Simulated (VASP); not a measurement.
Runs of VASP 6.6.1 on Ta3AsAu2O13. The structure is that of space group R3m (No. 160), or close to it. The cells are those of the table. 

| level | cell | k mesh | gap on the mesh (eV) | pressure (GPa) | largest force (eV/Å) |
| --- | --- | --- | --- | --- | --- |
| PBE | a = 7.236 Å, angles 91.2°, 19 atoms | 3 × 3 × 3 | 1.20 | 5.3 | 1.18 |
| BLYP | a = 7.335 Å, angles 91.2°, 19 atoms | 3 × 3 × 3 | (b) | 3.7 | 0.66 |
| PBE | a = 7.335 Å, angles 91.2°, 19 atoms | 4 × 4 × 4 | 1.06 | 0.6 | 0.35 |
| PBE | a = 7.384 Å, angles 91.2°, 19 atoms | 3 × 3 × 3 | 1.04 | -1.4 | (d) |
| PBE | a = 7.335 Å, angles 91.2°, 19 atoms | 3 × 3 × 3 | 1.09 | 0.6 | 0.35 |
| r2SCAN | a = 7.233 Å, angles 92.1°, 19 atoms | 3 × 3 × 3 | 1.64 | 1.0 | 0.42 |
| PBE | a = 7.479 Å, angles 91.2°, 19 atoms | 3 × 3 × 3 | (c) | -4.9 | 0.94 |
| PBE | a = 7.286 Å, angles 91.2°, 19 atoms | 3 × 3 × 3 | 1.15 | 2.8 | 0.76 |
| PBEsol+D3(BJ) | a = 7.177 Å, angles 92.0°, 19 atoms | 3 × 3 × 3 | 1.33 | 0.7 | 0.42 |
| PBE | a = 7.335 Å, angles 91.2°, 19 atoms | 6 × 6 × 6 | 1.06 | 0.6 | 0.35 |
| BLYP | a = 7.426 Å, angles 91.0°, 19 atoms | 3 × 3 × 3 | (a) | 0.9 | 0.32 |

Alike in all rows: task single point; potentials or basis VASP PAW PBE potentials, release 64 (Ta_pv, As, Au, O); no spin polarisation; cutoff (eV) 520; smearing fermi-dirac 0.05 eV.

Task: Fill in the values left out.

Result: (a) 0.98; (b) 1.12; (c) 0.92; (d) 0.20.

Caveats: spin-orbit coupling is left out, which moves the levels of the heavy elements; the PAW data sets were made with another functional, which shifts forces and pressure a little (some runs); forces of over 1 eV/Å act on the atoms, so gaps and moduli don't describe the material at rest (some runs).

A k mesh can miss the band edges, and the runs leave out spin-orbit coupling on As, Au, Ta.
